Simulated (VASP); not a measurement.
# Si2As (P4_2/mnm) in VASP: single point with PBE

Aim: the single point of Si2As with PBE.

Everything below comes from runs of VASP 6.6.1. Logs are shortened: lines on timing, memory, paths and dates and some standing lists are left out, and cuts for length are marked.

### Step 1. The cell of the first run

Symmetry: P4_2/mnm, No. 136, tetragonal system. Conventional cell: a = 5.969 Å, b = 5.969 Å, c = 3.751 Å, α = 90.00°, β = 90.00°, γ = 90.00°. Within 3.3 Å of Si (site symmetry m2m) lie 3 As at 2.52 to 2.53 Å. As (site symmetry mmm) has 6 Si at 2.52 to 2.53 Å within 3.3 Å.

### Step 2. Single point, PBE

The input, INCAR:

```
ALGO = Normal
EDIFF = 1E-6
ENCUT = 500
GGA = PE
GGA_COMPAT = False
ISIF = 2
ISMEAR = 0
LASPH = True
LCHARG = False
LREAL = False
LWAVE = False
NBANDS = 22
NELM = 120
PREC = Accurate
SIGMA = 0.2
```

The input, KPOINTS:

```
k-points
0
Gamma
  3 3 5
```

The input, POSCAR:

```
Si2As
1.0
    5.9690951149      0.0000000000      0.0000000000
    0.0000000000      5.9690951149      0.0000000000
    0.0000000000      0.0000000000      3.7511633406
Si As
4 2
Direct
    0.7016191434      0.7016191434      0.0000000000
    0.7983808566      0.2016191434      0.5000000000
    0.2983808566      0.2983808566      0.0000000000
    0.2016191434      0.7983808566      0.5000000000
    0.5000000000      0.5000000000      0.5000000000
    0.0000000000      0.0000000000      0.0000000000
```

Potentials or basis: VASP PAW PBE potentials, release 64 (Si, As).

Started as:

```sh
> cat potpaw_PBE.64/Si/POTCAR potpaw_PBE.64/As/POTCAR > POTCAR
> mpirun -np 1 vasp_std > vasp.out
```

OUTCAR:

```text
EDIFF = 1E-6
   ENCUT = 500
   GGA = PE
   ISIF = 2
   ISMEAR = 0
   LASPH = True
   LREAL = False
   NELM = 120
   PREC = Accurate

 ion  position               nearest neighbor table
   1  0.702  0.702  0.000-   6 2.52   5 2.53   5 2.53
   2  0.798  0.202  0.500-   5 2.52   6 2.53   6 2.53
   3  0.298  0.298  0.000-   6 2.52   5 2.53   5 2.53
   4  0.202  0.798  0.500-   5 2.52   6 2.53   6 2.53
   5  0.500  0.500  0.500-   2 2.52   4 2.52   3 2.53   1 2.53   1 2.53   3 2.53
   6  0.000  0.000  0.000-   1 2.52   3 2.52   2 2.53   4 2.53   2 2.53   4 2.53

  LATTYP: Found a simple tetragonal cell.
 ALAT       =     5.9690951149
 C/A-ratio  =     0.6284308205

  Lattice vectors:

 A1 = (   5.9690951149,   0.0000000000,   0.0000000000)
 A2 = (   0.0000000000,   5.9690951149,   0.0000000000)
 A3 = (   0.0000000000,   0.0000000000,   3.7511633406)

Analysis of symmetry for initial positions (statically):
=====================================================================
 Subroutine PRICEL returns:
 Original cell was already a primitive cell.

 Routine SETGRP: Setting up the symmetry group for a
 simple tetragonal supercell.

 Subroutine GETGRP returns: Found 16 space group operations
 (whereof  8 operations were pure point group operations)
 out of a pool of 16 trial point group operations.

The static configuration has the point symmetry D_2h.
 The point group associated with its full space group is D_4h.

Analysis of symmetry for dynamics (positions and initial velocities):
=====================================================================
 Subroutine PRICEL returns:
 Original cell was already a primitive cell.

 Routine SETGRP: Setting up the symmetry group for a
 simple tetragonal supercell.

 Subroutine GETGRP returns: Found 16 space group operations
 (whereof  8 operations were pure point group operations)
 out of a pool of 16 trial point group operations.

The dynamic configuration has the point symmetry D_2h.
 The point group associated with its full space group is D_4h.

 Subroutine INISYM returns: Found 16 space group operations
 (whereof  8 operations are pure point group operations),
 and found     1 'primitive' translations

----------------------------------------------------------------------------------------

                                     Primitive cell

  volume of cell :     133.6543

  direct lattice vectors                    reciprocal lattice vectors
     5.969095115  0.000000000  0.000000000     0.167529580  0.000000000  0.000000000
     0.000000000  5.969095115  0.000000000     0.000000000  0.167529580  0.000000000
     0.000000000  0.000000000  3.751163341     0.000000000  0.000000000  0.266583966

  length of vectors
     5.969095115  5.969095115  3.751163341     0.167529580  0.167529580  0.266583966

  position of ions in fractional coordinates (direct lattice)
     0.701619143  0.701619143  0.000000000
     0.798380857  0.201619143  0.500000000
     0.298380857  0.298380857  0.000000000
     0.201619143  0.798380857  0.500000000
     0.500000000  0.500000000  0.500000000
     0.000000000  0.000000000  0.000000000

  ion indices of the primitive-cell ions
   primitive index   ion index
                 1           1
                 2           2
                 3           3
                 4           4
                 5           5
                 6           6

----------------------------------------------------------------------------------------

 KPOINTS: k-points

Automatic generation of k-mesh.
 Grid dimensions read from file:
 generate k-points for:    3    3    5

 Generating k-lattice:

  Cartesian coordinates                     Fractional coordinates (reciprocal lattice)
     0.055843193  0.000000000  0.000000000     0.333333333  0.000000000  0.000000000
     0.000000000  0.055843193  0.000000000     0.000000000  0.333333333  0.000000000
     0.000000000  0.000000000  0.053316793     0.000000000  0.000000000  0.200000000

  Length of vectors
     0.055843193  0.055843193  0.053316793

  Shift w.r.t. Gamma in fractional coordinates (k-lattice)
     0.000000000  0.000000000  0.000000000

 Subroutine IBZKPT returns following result:
 ===========================================

 Found      9 irreducible k-points:

 Following reciprocal coordinates:
            Coordinates               Weight
  0.000000  0.000000  0.000000      1.000000
  0.333333  0.000000  0.000000      4.000000
  0.333333  0.333333  0.000000      4.000000
  0.000000  0.000000  0.200000      2.000000
  0.333333  0.000000  0.200000      8.000000
  0.333333  0.333333  0.200000      8.000000
  0.000000  0.000000  0.400000      2.000000
  0.333333  0.000000  0.400000      8.000000
  0.333333  0.333333  0.400000      8.000000
   k-points           NKPTS =      9   k-points in BZ     NKDIM =      9   number of bands    NBANDS=     22
   number of dos      NEDOS =    301   number of ions     NIONS =      6
   total plane-waves  NPLWV =  64512
   dimension x,y,z NGX =    48 NGY =   48 NGZ =   28
   dimension x,y,z NGXF=    96 NGYF=   96 NGZF=   56
   ions per type =               4   2
   NGX,Y,Z   is equivalent  to a cutoff of  13.37, 13.37, 12.41 a.u.
   NGXF,Y,Z  is equivalent  to a cutoff of  26.74, 26.74, 24.82 a.u.
 SYSTEM =  unknown system
   PREC   = accura    normal or accurate (medium, high low for compatibility)
   ISTART =      0    job   : 0-new  1-cont  2-samecut
   ICHARG =      2    charge: 1-file 2-atom 10-const
   ISPIN  =      1    spin polarized calculation?
   LNONCOLLINEAR =      F non collinear calculations
   LSORBIT =      F    spin-orbit coupling
   LASPH  =      T    aspherical Exc in radial PAW
   ENCUT  =  500.0 eV  36.75 Ry    6.06 a.u.  10.88 10.88  6.84*2*pi/ulx,y,z
   NELM   =    120;   NELMIN=  2; NELMDL= -5     # of ELM steps
   EDIFF  = 0.1E-05   stopping-criterion for ELM
   LREAL  =      F    real-space projection
   EDIFFG = 0.1E-04   stopping-criterion for IOM
   NSW    =      0    number of steps for IOM
   IBRION =     -1    ionic relax: 0-MD 1-quasi-New 2-CG
   NFREE  =      0    steps in history (QN), initial steepest desc. (CG)
   ISIF   =      2    stress and relaxation
   ISYM   =      2    0-nonsym 1-usesym 2-fastsym
   POTIM  = 0.5000    time-step for ionic-motion
   TEBEG  =    0.0;   TEEND  =   0.0 temperature during run
   PSTRESS=    0.0 pullay stress
   NELECT =      26.0000    total number of electrons
   NUPDOWN=      -1.0000    fix difference up-down
   EMIN   =  10.00;   EMAX   =-10.00  energy-range for DOS
   EFERMI =   0.00;   METHOD = LEGACY
   ISMEAR =     0;   SIGMA  =   0.20  broadening in eV -4-tet -1-fermi 0-gaus
   EFERMI_NEDOS =   21; number of points for ismear=-14 and -15
   IALGO  =     38    algorithm
   IMIX   =      4    mixing-type and parameters
     AMIX     =   0.40;   BMIX     =  1.00
     AMIX_MAG =   1.60;   BMIX_MAG =  1.00
  volume/ion in A,a.u.               =      22.28       150.32
  Fermi-wavevector in a.u.,A,eV,Ry     =   0.948575  1.792547 12.242445  0.899794
  Thomas-Fermi vector in A             =   2.076776
   LORBIT       =      0    0 simple, 1 ext, 2 COOP (PROOUT), +10 PAW based schemes
   GGA     = PE    functional components
   LHFCALC =     F    Hartree Fock is set to
   AEXX    =    0.0000 exact exchange contribution
   IVDW    =     0    specifies the selected vdW correction
   LEPSILON=     F    determine dielectric tensor
   LRPA    =     F    only Hartree local field effects (RPA)
 non-spin polarized calculation
 Gauss-broadening in eV      SIGMA  =   0.20
  energy-cutoff  :      500.00
  volume of cell :      133.65
 maximum number of plane-waves:      3410
 NGX is ok and might be reduce to    48
   NGX = 21   NGY = 21   NGZ = 13

 number of electron      26.0000000 magnetization

 Free energy of the ion-electron system (eV)
  ---------------------------------------------------
  ext. energy  EPLUGINS =         0.00000000
  ---------------------------------------------------
  free energy    TOTEN  =       -25.70548500 eV

  energy without entropy =      -25.64069614  energy(sigma->0) =      -25.67309057

 E-fermi :   5.2234     XC(G=0):  -9.4242

 val. band max:        5.1955583744   @ k =   0.3333   0.0000   0.2000
 cond. band min:       5.2747846431   @ k =   0.0000   0.0000   0.4000
 fundamental gap:      0.0792262688
 Fermi energy:         5.2233773608

 k-point     1 :       0.0000    0.0000    0.0000
  band No.  band energies     occupation
      1      -8.6156      2.00000
      2      -7.3233      2.00000
      3      -3.3052      2.00000
      4      -3.3052      2.00000
      5      -0.2084      2.00000
      6       0.5283      2.00000
[... 14 lines left out ...]
     21       9.6598      0.00000
     22      10.8540      0.00000

 k-point     2 :       0.3333    0.0000    0.0000
  band No.  band energies     occupation
      1      -8.3532      2.00000
      2      -7.7234      2.00000
      3      -2.9292      2.00000
      4      -2.8025      2.00000
      5      -1.6471      2.00000
      6      -1.2827      2.00000
[... 14 lines left out ...]
     21       9.1025      0.00000
     22       9.4933      0.00000

 k-point     3 :       0.3333    0.3333    0.0000
  band No.  band energies     occupation
      1      -8.1747      2.00000
      2      -7.8482      2.00000
      3      -3.6627      2.00000
      4      -3.1864      2.00000
      5      -1.1162      2.00000
      6       0.6513      2.00000
[... 14 lines left out ...]
     21       9.3347      0.00000
     22       9.5114      0.00000
[... 101 lines left out ...]
 k-point     8 :       0.3333    0.0000    0.4000
  band No.  band energies     occupation
      1      -7.1853      2.00000
      2      -6.8347      2.00000
      3      -3.4598      2.00000
      4      -3.1467      2.00000
      5      -1.4066      2.00000
      6      -1.3708      2.00000
[... 14 lines left out ...]
     21       9.0867      0.00000
     22       9.9719      0.00000

 k-point     9 :       0.3333    0.3333    0.4000
  band No.  band energies     occupation
      1      -7.0724      2.00000
      2      -6.8924      2.00000
      3      -3.3395      2.00000
      4      -2.9292      2.00000
      5      -2.4585      2.00000
      6      -1.6150      2.00000
[... 14 lines left out ...]
     21       9.7537      0.00000
     22      10.8464      0.00000

------------------------ aborting loop because EDIFF is reached ----------------------------------------

  FORCE on cell =-STRESS in cart. coord.  units (eV):
  Direction    XX          YY          ZZ          XY          YZ          ZX
  --------------------------------------------------------------------------------------
  -------------------------------------------------------------------------------------
  Total        0.1322984      0.1322984      0.1375303     -0.0000000      0.0000000      0.0000000
  in kB        1.5859233      1.5859233      1.6486406     -0.0000000      0.0000000      0.0000000
  external PRESSURE =       1.6068291 kB  Pullay stress =       0.0000000 kB

 VOLUME and BASIS-vectors are now :
 -----------------------------------------------------------------------------
  energy-cutoff  :      500.00
  volume of cell :      133.65
      direct lattice vectors                 reciprocal lattice vectors
     5.969095115  0.000000000  0.000000000     0.167529580  0.000000000  0.000000000
     0.000000000  5.969095115  0.000000000     0.000000000  0.167529580  0.000000000
     0.000000000  0.000000000  3.751163341     0.000000000  0.000000000  0.266583966

 POSITION                                       TOTAL-FORCE (eV/Angst)
 -----------------------------------------------------------------------------------
      4.18803      4.18803      0.00000        -0.010438     -0.010438      0.000000
      4.76561      1.20348      1.87558         0.010438     -0.010438      0.000000
      1.78106      1.78106      0.00000         0.010438      0.010438      0.000000
      1.20348      4.76561      1.87558        -0.010438      0.010438      0.000000
      2.98455      2.98455      1.87558        -0.000000      0.000000      0.000000
      0.00000      0.00000      0.00000        -0.000000      0.000000      0.000000
 -----------------------------------------------------------------------------------
    total drift:                                0.000000     -0.000000      0.000000

  FREE ENERGIE OF THE ION-ELECTRON SYSTEM (eV)
  ---------------------------------------------------
  free  energy   TOTEN  =       -25.7054850011 eV

  energy  without entropy=      -25.6406961426  energy(sigma->0) =      -25.67309057
```

Wall time 12 s (1 thread of Intel Xeon 6975P-C (Granite Rapids), shared host); peak memory 0.23 GiB.

Results:

```yaml
Free_energy: -25.7055 eV
Pressure: 0.2 GPa
Largest_force: 0.015 eV/Å
Band_gap_on_the_k_mesh: zero (band 13 reaches 5.79 eV, above the bottom of band 14 at 5.11 eV)
```

Forces on the atoms (eV/Å):
```
Si  -0.010 -0.010  0.000
Si   0.010 -0.010  0.000
Si   0.010  0.010  0.000
Si  -0.010  0.010  0.000
As   0.000  0.000  0.000
As   0.000  0.000  0.000
```
